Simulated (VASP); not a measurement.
Set up this calculation in VASP 6.6.1, as the native input.

```
Task                      : relaxation of the atoms
Functional                : LDA
Potentials or basis       : VASP PAW LDA potentials, release 64 (Mg, C)
Cutoff                    : 520 eV
k mesh                    : 9 × 9 × 1
Occupations               : gaussian, width 0.1 eV
Spin                      : no spin polarisation
Dipole correction         : yes
Atoms held fixed (from 0) : [0, 1, 2, 3, 4]
Further INCAR settings    : ALGO = Normal; EDIFF = 1e-06; IBRION = 2; EDIFFG = -0.025; NSW = 36
```

The structure of Mg4C lies in POSCAR:

```
Mg4C
1.0
    3.1466128692      0.0000000000      0.0000000000
   -1.5733064346      2.7250466806      0.0000000000
    0.0000000000      0.0000000000     23.0605951812
Mg C
4 1
Selective dynamics
Direct
    0.6666666667      0.3333333333      0.1734560608  F F F
    0.3333333333      0.6666666667      0.2827092830  F F F
    0.6666666667      0.3333333333      0.3902185408  F F F
    0.3333333333      0.6666666667      0.5013138252  F F F
    0.6666666667      1.3333333333      0.5467622185  F F T
```

These files were run (other wordings do the same):

INCAR

```
PREC = Accurate
ENCUT = 520
EDIFF = 1E-6
ISMEAR = 0
SIGMA = 0.1
LREAL = F
LASPH = T
NELM = 100
ALGO = Normal
ISIF = 2
LWAVE = F
LCHARG = F
LDIPOL = T
IDIPOL = 3
DIPOL = 0.5 0.5 0.379
IBRION = 2
NSW = 36
EDIFFG = -0.025
```

KPOINTS

```
Automatic mesh
0
Gamma
  9 9 1
```

Potentials or basis: VASP PAW LDA potentials, release 64 (Mg, C).

Run with:

```console
$ cat potpaw_LDA.64/Mg/POTCAR potpaw_LDA.64/C/POTCAR > POTCAR
$ mpirun -np 1 vasp_std > vasp.out
```

It gave:

The energy gained by relaxing is 0.0 meV/atom and the ionic steps are 3. The band gap on the k mesh is zero (bands 6 and 7 overlap by 0.15 eV).

Wall time 67 s on 1 thread of Intel(R) Xeon(R) Platinum 8488C (Sapphire Rapids), with other jobs on the host, peak memory 0.25 GiB.
